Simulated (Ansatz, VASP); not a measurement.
**YAl3N4: VASP beside Ansatz**

```
CELL_PARAMETERS angstrom
4.38693 0.00000 0.00000
0.00000 4.38693 0.00000
0.00000 0.00000 4.38693
ATOMIC_POSITIONS crystal
Y 0.50000 0.50000 0.50000
Al 0.00000 0.00000 0.50000
Al 0.50000 0.00000 0.00000
Al 0.00000 0.50000 0.00000
N 0.50000 0.50000 0.00000
N 0.00000 0.50000 0.50000
N 0.50000 0.00000 0.50000
N 0.00000 0.00000 0.00000
```

Alike in both runs: functional PBE; k mesh 6 × 6 × 6; occupations gaussian, width 0.02 eV; no spin polarisation.

Ansatz relaxed the structure, and its values are those at the end. VASP's run is a single point on that final structure, the one shown.

|  | VASP | Ansatz |
| --- | --- | --- |
| version | VASP 6.6.1 | Ansatz 0.2.0 |
| potentials or method | VASP PAW PBE potentials, release 64 (Y_sv, Al, N), cutoff 520 eV | scalar-relativistic, plane waves, PAW |
| valence electrons in the cell | 40 | 40 |

|  | VASP | Ansatz | Ansatz less VASP |
| --- | --- | --- | --- |
| gap on the k mesh at the Fermi level (eV) | 1.37 | 1.38 | +0.012 |
| least direct gap on the mesh (eV) | 1.37 | 1.38 | +0.012 |
| pressure (GPa) | -0.3 | 0.0 | +0.33 |

With one functional, cell and mesh, what is left measures potentials, basis and numerics.
